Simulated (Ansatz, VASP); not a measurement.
**Sn in VASP and in Ansatz**

File INCAR:

```
SYSTEM = Sn
PREC = Accurate ; ENCUT = 520
EDIFF = 1E-7 ; ISMEAR = 1
SIGMA = 0.1 ; LREAL = .False.
LASPH = .True. ; NELM = 150
ALGO = Fast ; ISIF = 2
LWAVE = .False. ; LCHARG = .False.
ISPIN = 2 ; MAGMOM = 0.36
LORBIT = 11 ; GGA = PE
NBANDS = 17
```

The input KPOINTS:

```
regular mesh
0
Gamma
  11 11 11
  0 0 0
```

POSCAR

```
Sn
1.0
   -1.7265390000      1.7755470000      2.3383420000
    1.7265390000     -1.7755470000      2.3383420000
    1.7265390000      1.7755470000     -2.3383420000
Sn
1
Direct
    0.0000000000      0.0000000000      0.0000000000
```

Contents of input.yaml:

```yaml
crystal:
  lattice:
    - [-1.726539, 1.775547, 2.338342]
    - [1.726539, -1.775547, 2.338342]
    - [1.726539, 1.775547, -2.338342]
  atoms:
    - { symbol: Sn, position: [0.0, 0.0, 0.0], spin: 0.36 }
kpoints:
  mp_grid: { grid: [11, 11, 11] }
scf:
  occupations: { method: cold, width: 0.1 }
hamiltonian:
  xc: pbe
  pseudopotentials: { kind: all_electron, lapw: { basis_error: 0.001 } }
magnetization:
  spin_polarized: true
output:
  forces: true
  stress: true
  eigenvalues: true
```

Alike in both runs: task single point; functional PBE; k mesh 11 × 11 × 11; collinear spin.

|  | VASP | Ansatz |
| --- | --- | --- |
| version | VASP 6.6.1 | Ansatz 0.2.0 |
| potentials or method | VASP PAW PBE potentials, release 64 (Sn_d), cutoff 520 eV | all-electron LAPW, scalar-relativistic |
| occupations | methfessel-paxton of order 1, width 0.1 eV | cold, width 0.1 eV |

```csv
,VASP,Ansatz,Ansatz less VASP
gap on the k mesh at the Fermi level (eV),none,none,-
pressure (GPa),-1.1,-1.0,+0.06
"traceless stress, the component that is largest in VASP (GPa)",-1.16,-1.15,+0.010
net moment per atom (μB),0.00,0.00,0.000
```

A gap of «none» marks a metal or a gap that the smearing closes. Ansatz ran all-electron here, and VASP with PAW potentials.
